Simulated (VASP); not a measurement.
# ScIn3As (P-62m) in VASP: single point with PBE

Aim: the single point of ScIn3As with PBE.

Program: VASP 6.6.1. These are calculated values, not measurements. Logs are shortened: lines on timing, memory, paths and dates and some standing lists are left out, and cuts for length are marked.

## (1) The cell of the first run

It takes space group P-62m (No. 189, hexagonal). The conventional cell has a = 6.150 Å, b = 6.150 Å, c = 5.123 Å, α = 90.00°, β = 90.00°, γ = 120.00°. Sc (site symmetry -62m) has 2 As at 2.56 Å and 6 In at 3.07 to 3.08 Å within 3.4 Å. Within 4.1 Å of In (site symmetry m2m) lie 2 Sc at 3.07 to 3.08 Å and 4 In at 3.07 Å and 4 As at 4.00 to 4.01 Å. Within 3.4 Å of As (site symmetry -62m) lie 2 Sc at 2.56 Å.

The cell was generated, and may not be a known phase.

## (2) Single point, PBE

INCAR

```
SYSTEM = ScIn3As
PREC = Accurate ; ENCUT = 520
EDIFF = 1E-7 ; ISMEAR = 0
SIGMA = 0.2 ; LREAL = .False.
LASPH = .True. ; NELM = 60
ALGO = Fast ; ISIF = 2
LWAVE = .False. ; LCHARG = .False.
GGA = PE ; NBANDS = 36
```

KPOINTS

```
Automatic mesh
0
Gamma
  3 3 3
  0 0 0
```

POSCAR

```
ScIn3As
1.0
    6.1495637771      0.0000000000      0.0000000000
   -3.0747818886      5.3256784532      0.0000000000
    0.0000000000      0.0000000000      5.1234661348
Sc In As
1 3 1
Direct
    0.0000000000      0.0000000000      0.0000000000
    0.4989315021      0.0000000000      0.0000000000
    0.0000000000      0.4989315021      0.0000000000
    0.5010684979      0.5010684979      0.0000000000
    0.0000000000      0.0000000000      0.5000000000
```

Potentials or basis: VASP PAW PBE potentials, release 64 (Sc_sv, In_d, As).

On the command line:

```
cat potpaw_PBE.64/Sc_sv/POTCAR potpaw_PBE.64/In_d/POTCAR potpaw_PBE.64/As/POTCAR > POTCAR
mpirun -np 1 vasp_std > vasp.out
```

OUTCAR:

```text
SYSTEM = ScIn3As
   PREC = Accurate
   ENCUT = 520
   EDIFF = 1E-7
   ISMEAR = 0
   LREAL = .False.
   LASPH = .True.
   NELM = 60
   ISIF = 2
   GGA = PE

 ion  position               nearest neighbor table
   1  0.000  0.000  0.000-   5 2.56   5 2.56   2 3.07   4 3.07   3 3.07   2 3.08   4 3.08   3 3.08

   2  0.499  0.000  0.000-   1 3.07   3 3.07   3 3.07   4 3.07   4 3.07   1 3.08
   3  0.000  0.499  0.000-   1 3.07   4 3.07   4 3.07   2 3.07   2 3.07   1 3.08
   4  0.501  0.501  0.000-   1 3.07   3 3.07   3 3.07   2 3.07   2 3.07   1 3.08
   5  0.000  0.000  0.500-   1 2.56   1 2.56

  LATTYP: Found a hexagonal cell.
 ALAT       =     6.1495637771
 C/A-ratio  =     0.8331430197

  Lattice vectors:

 A1 = (   6.1495637771,   0.0000000000,   0.0000000000)
 A2 = (  -3.0747818886,   5.3256784532,   0.0000000000)
 A3 = (   0.0000000000,   0.0000000000,   5.1234661348)

Analysis of symmetry for initial positions (statically):
=====================================================================
 Subroutine PRICEL returns:
 Original cell was already a primitive cell.

 Routine SETGRP: Setting up the symmetry group for a
 hexagonal supercell.

 Subroutine GETGRP returns: Found 12 space group operations
 (whereof 12 operations were pure point group operations)
 out of a pool of 24 trial point group operations.

The static configuration has the point symmetry D_3h.

Analysis of symmetry for dynamics (positions and initial velocities):
=====================================================================
 Subroutine PRICEL returns:
 Original cell was already a primitive cell.

 Routine SETGRP: Setting up the symmetry group for a
 hexagonal supercell.

 Subroutine GETGRP returns: Found 12 space group operations
 (whereof 12 operations were pure point group operations)
 out of a pool of 24 trial point group operations.

The dynamic configuration has the point symmetry D_3h.

 Subroutine INISYM returns: Found 12 space group operations
 (whereof 12 operations are pure point group operations),
 and found     1 'primitive' translations

----------------------------------------------------------------------------------------

                                     Primitive cell

  volume of cell :     167.7966

  direct lattice vectors                    reciprocal lattice vectors
     6.149563777  0.000000000  0.000000000     0.162613160  0.093884752  0.000000000
    -3.074781889  5.325678453  0.000000000     0.000000000  0.187769504  0.000000000
     0.000000000  0.000000000  5.123466135     0.000000000  0.000000000  0.195180367

  length of vectors
     6.149563777  6.149563777  5.123466135     0.187769504  0.187769504  0.195180367

  position of ions in fractional coordinates (direct lattice)
     0.000000000  0.000000000  0.000000000
     0.498931502  0.000000000  0.000000000
     0.000000000  0.498931502  0.000000000
     0.501068498  0.501068498  0.000000000
     0.000000000  0.000000000  0.500000000

  ion indices of the primitive-cell ions
   primitive index   ion index
                 1           1
                 2           2
                 3           3
                 4           4
                 5           5

----------------------------------------------------------------------------------------

 KPOINTS: Automatic mesh

Automatic generation of k-mesh.
 Grid dimensions read from file:
 generate k-points for:    3    3    3

 Generating k-lattice:

  Cartesian coordinates                     Fractional coordinates (reciprocal lattice)
     0.054204387  0.031294917  0.000000000     0.333333333  0.000000000  0.000000000
     0.000000000  0.062589835  0.000000000     0.000000000  0.333333333  0.000000000
     0.000000000  0.000000000  0.065060122     0.000000000  0.000000000  0.333333333

  Length of vectors
     0.062589835  0.062589835  0.065060122

  Shift w.r.t. Gamma in fractional coordinates (k-lattice)
     0.000000000  0.000000000  0.000000000

 Subroutine IBZKPT returns following result:
 ===========================================

 Found      6 irreducible k-points:

 Following reciprocal coordinates:
            Coordinates               Weight
  0.000000  0.000000  0.000000      1.000000
  0.333333 -0.000000  0.000000      6.000000
  0.333333  0.333333  0.000000      2.000000
  0.000000  0.000000  0.333333      2.000000
  0.333333 -0.000000  0.333333     12.000000
  0.333333  0.333333  0.333333      4.000000
   k-points           NKPTS =      6   k-points in BZ     NKDIM =      6   number of bands    NBANDS=     36
   number of dos      NEDOS =    301   number of ions     NIONS =      5
   total plane-waves  NPLWV =  92160
   dimension x,y,z NGX =    48 NGY =   48 NGZ =   40
   dimension x,y,z NGXF=    96 NGYF=   96 NGZF=   80
   ions per type =               1   3   1
   NGX,Y,Z   is equivalent  to a cutoff of  12.98, 12.98, 12.98 a.u.
   NGXF,Y,Z  is equivalent  to a cutoff of  25.95, 25.95, 25.96 a.u.
 SYSTEM =  ScIn3As
   PREC   = accura    normal or accurate (medium, high low for compatibility)
   ISTART =      0    job   : 0-new  1-cont  2-samecut
   ICHARG =      2    charge: 1-file 2-atom 10-const
   ISPIN  =      1    spin polarized calculation?
   LNONCOLLINEAR =      F non collinear calculations
   LSORBIT =      F    spin-orbit coupling
   LASPH  =      T    aspherical Exc in radial PAW
   ENCUT  =  520.0 eV  38.22 Ry    6.18 a.u.  11.43 11.43  9.53*2*pi/ulx,y,z
   NELM   =     60;   NELMIN=  2; NELMDL= -5     # of ELM steps
   EDIFF  = 0.1E-06   stopping-criterion for ELM
   LREAL  =      F    real-space projection
   EDIFFG = 0.1E-05   stopping-criterion for IOM
   NSW    =      0    number of steps for IOM
   IBRION =     -1    ionic relax: 0-MD 1-quasi-New 2-CG
   NFREE  =      0    steps in history (QN), initial steepest desc. (CG)
   ISIF   =      2    stress and relaxation
   ISYM   =      2    0-nonsym 1-usesym 2-fastsym
   POTIM  = 0.5000    time-step for ionic-motion
   TEBEG  =    0.0;   TEEND  =   0.0 temperature during run
   PSTRESS=    0.0 pullay stress
   NELECT =      55.0000    total number of electrons
   NUPDOWN=      -1.0000    fix difference up-down
   EMIN   =  10.00;   EMAX   =-10.00  energy-range for DOS
   EFERMI =   0.00;   METHOD = LEGACY
   ISMEAR =     0;   SIGMA  =   0.20  broadening in eV -4-tet -1-fermi 0-gaus
   EFERMI_NEDOS =   21; number of points for ismear=-14 and -15
   IALGO  =     68    algorithm
   IMIX   =      4    mixing-type and parameters
     AMIX     =   0.40;   BMIX     =  1.00
     AMIX_MAG =   1.60;   BMIX_MAG =  1.00
  volume/ion in A,a.u.               =      33.56       226.47
  Fermi-wavevector in a.u.,A,eV,Ry     =   1.128759  2.133046 17.335151  1.274098
  Thomas-Fermi vector in A             =   2.265450
   LORBIT       =      0    0 simple, 1 ext, 2 COOP (PROOUT), +10 PAW based schemes
   GGA     = PE    functional components
   LHFCALC =     F    Hartree Fock is set to
   AEXX    =    0.0000 exact exchange contribution
   IVDW    =     0    specifies the selected vdW correction
   LEPSILON=     F    determine dielectric tensor
   LRPA    =     F    only Hartree local field effects (RPA)
 non-spin polarized calculation
 RMM-DIIS sequential band-by-band and
 Gauss-broadening in eV      SIGMA  =   0.20
  energy-cutoff  :      520.00
  volume of cell :      167.80
 maximum number of plane-waves:      4546
 NGX is ok and might be reduce to    48
   NGX = 23   NGY = 23   NGZ = 19

 number of electron      54.9999984 magnetization

 Free energy of the ion-electron system (eV)
  ---------------------------------------------------
  ext. energy  EPLUGINS =         0.00000000
  ---------------------------------------------------
  free energy    TOTEN  =       -18.45897846 eV

  energy without entropy =      -18.38044126  energy(sigma->0) =      -18.41970986

 E-fermi :   3.6276     XC(G=0):  -8.4462

 val. band max:        3.5968752837   @ k =   0.3333  -0.0000   0.3333
 cond. band min:       3.9166320403   @ k =   0.3333  -0.0000   0.0000
 fundamental gap:      0.3197567566
 Fermi energy:         3.6275873039

 k-point     1 :       0.0000    0.0000    0.0000
  band No.  band energies     occupation
      1     -45.5875      2.00000
      2     -24.2770      2.00000
      3     -24.2770      2.00000
      4     -24.2455      2.00000
      5     -11.5307      2.00000
      6     -11.3719      2.00000
[... 28 lines left out ...]
     35       6.5903      0.00000
     36       6.9958      0.00000

 k-point     2 :       0.3333   -0.0000    0.0000
  band No.  band energies     occupation
      1     -45.5875      2.00000
      2     -24.2791      2.00000
      3     -24.2778      2.00000
      4     -24.2456      2.00000
      5     -11.4382      2.00000
      6     -11.3092      2.00000
[... 28 lines left out ...]
     35       6.7629      0.00000
     36       7.1754      0.00000

 k-point     3 :       0.3333    0.3333    0.0000
  band No.  band energies     occupation
      1     -45.5875      2.00000
      2     -24.2792      2.00000
      3     -24.2792      2.00000
      4     -24.2456      2.00000
      5     -11.2866      2.00000
      6     -11.2866      2.00000
[... 28 lines left out ...]
     35       6.6154      0.00000
     36       7.2064      0.00000

 k-point     4 :       0.0000    0.0000    0.3333
  band No.  band energies     occupation
      1     -45.5877      2.00000
      2     -24.2767      2.00000
      3     -24.2767      2.00000
      4     -24.2478      2.00000
      5     -11.5296      2.00000
      6     -11.3715      2.00000
[... 28 lines left out ...]
     35       6.7068      0.00000
     36       6.7983      0.00000

 k-point     5 :       0.3333   -0.0000    0.3333
  band No.  band energies     occupation
      1     -45.5876      2.00000
      2     -24.2788      2.00000
      3     -24.2774      2.00000
      4     -24.2478      2.00000
      5     -11.4371      2.00000
      6     -11.3085      2.00000
[... 28 lines left out ...]
     35       6.8474      0.00000
     36       7.0939      0.00000

 k-point     6 :       0.3333    0.3333    0.3333
  band No.  band energies     occupation
      1     -45.5876      2.00000
      2     -24.2788      2.00000
      3     -24.2788      2.00000
      4     -24.2479      2.00000
      5     -11.2850      2.00000
      6     -11.2850      2.00000
[... 28 lines left out ...]
     35       6.7413      0.00000
     36       6.7413      0.00000

------------------------ aborting loop because EDIFF is reached ----------------------------------------

  FORCE on cell =-STRESS in cart. coord.  units (eV):
  Direction    XX          YY          ZZ          XY          YZ          ZX
  --------------------------------------------------------------------------------------
  -------------------------------------------------------------------------------------
  Total       -0.0471238     -0.0471238      0.1340122      0.0000000      0.0000000      0.0000000
  in kB       -0.4499540     -0.4499540      1.2795927      0.0000000      0.0000000      0.0000000
  external PRESSURE =       0.1265616 kB  Pullay stress =       0.0000000 kB

 VOLUME and BASIS-vectors are now :
 -----------------------------------------------------------------------------
  energy-cutoff  :      520.00
  volume of cell :      167.80
      direct lattice vectors                 reciprocal lattice vectors
     6.149563777  0.000000000  0.000000000     0.162613160  0.093884752  0.000000000
    -3.074781889  5.325678453  0.000000000     0.000000000  0.187769504  0.000000000
     0.000000000  0.000000000  5.123466135     0.000000000  0.000000000  0.195180367

 POSITION                                       TOTAL-FORCE (eV/Angst)
 -----------------------------------------------------------------------------------
      0.00000      0.00000      0.00000        -0.000000     -0.000000      0.000000
      3.06821      0.00000      0.00000         0.012298      0.000000      0.000000
     -1.53411      2.65715      0.00000        -0.006149      0.010651      0.000000
      1.54068      2.66853      0.00000        -0.006149     -0.010651      0.000000
      0.00000      0.00000      2.56173        -0.000000     -0.000000      0.000000
 -----------------------------------------------------------------------------------
    total drift:                                0.000000      0.000000     -0.000000

  FREE ENERGIE OF THE ION-ELECTRON SYSTEM (eV)
  ---------------------------------------------------
  free  energy   TOTEN  =       -18.4589784596 eV

  energy  without entropy=      -18.3804412576  energy(sigma->0) =      -18.41970986
```

It took 83 s on 1 thread of Oxide Virtual Turin-like, shared host; peak memory 0.26 GiB.

What came out:

| Item | Value |
| --- | --- |
| Free energy | -18.4590 eV |
| Pressure | 0.0 GPa |
| Largest force | 0.012 eV/Å |
| Band gap on the k mesh | zero (an odd number of electrons rules out a gap without spin polarisation) |

Forces in eV/Å, atoms in the order of the input:
```
Sc   0.000  0.000  0.000
In   0.012  0.000  0.000
In  -0.006  0.011  0.000
In  -0.006 -0.011  0.000
As   0.000  0.000  0.000
```

Stress tensor (GPa, compression positive):
```
-0.04  0.00  0.00
 0.00 -0.04  0.00
 0.00  0.00  0.13
```

Caveat: the k points lie up to 0.41 Å⁻¹ apart, too coarse for converged energies and pressures of a metal; spin-orbit coupling is left out, which moves the levels of the heavy elements.

The gap in the log of VASP goes by the Fermi energy; the results here count the filled bands.